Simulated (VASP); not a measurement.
Set up this calculation in VASP 6.6.1, as the native input.

```yaml
Task: single point
Functional: PBE
Potentials_or_basis: VASP PAW PBE potentials, release 64 (B, P)
Cutoff: 500 eV
k_mesh: 5 × 5 × 4
Occupations: gaussian, width 0.2 eV
Spin: no spin polarisation
Dipole_correction: no
Further_INCAR_settings: ALGO = Normal; EDIFF = 1e-06; NBANDS = 19
```

The structure of B5P lies in POSCAR:

```
B5P
1.0
    3.5127829258      0.0000000000      0.0000000000
   -1.7563914629      3.0421592518      0.0000000000
    0.0000000000      0.0000000000      4.6343936391
B P
5 1
Direct
    0.3333333333      0.6666666667      0.5000000000
    0.0000000000      0.5000059721      0.0000000000
    0.5000059721      0.0000000000      0.0000000000
    0.4999940279      0.4999940279      0.0000000000
    0.6666666667      0.3333333333      0.5000000000
    0.0000000000      0.0000000000      0.5000000000
```

One way to write it, as run:

INCAR

```
PREC = Accurate ; ENCUT = 500
EDIFF = 1E-6 ; ISMEAR = 0
SIGMA = 0.2 ; LREAL = F
LASPH = T ; NELM = 120
ALGO = Normal ; ISIF = 2
LWAVE = F ; LCHARG = T
GGA = PE ; LELF = T
LVHAR = T ; NBANDS = 19
GGA_COMPAT = F
```

KPOINTS

```
Automatic mesh
0
Gamma
  5 5 4
```

Potentials or basis: VASP PAW PBE potentials, release 64 (B, P).

Run with:

```console
$ cat potpaw_PBE.64/B/POTCAR potpaw_PBE.64/P/POTCAR > POTCAR
$ mpirun -np 1 vasp_std > vasp.out
```

Results of the run:

```
Pressure               : -0.1 GPa
Band gap on the k mesh : zero (band 10 reaches 8.26 eV, above the bottom of band 11 at 6.17 eV)
```

Caveat: the k points lie up to 0.41 Å⁻¹ apart.

Run time: 31 s on 1 thread of Intel Xeon 8259CL (shared host), peak memory 0.16 GiB.
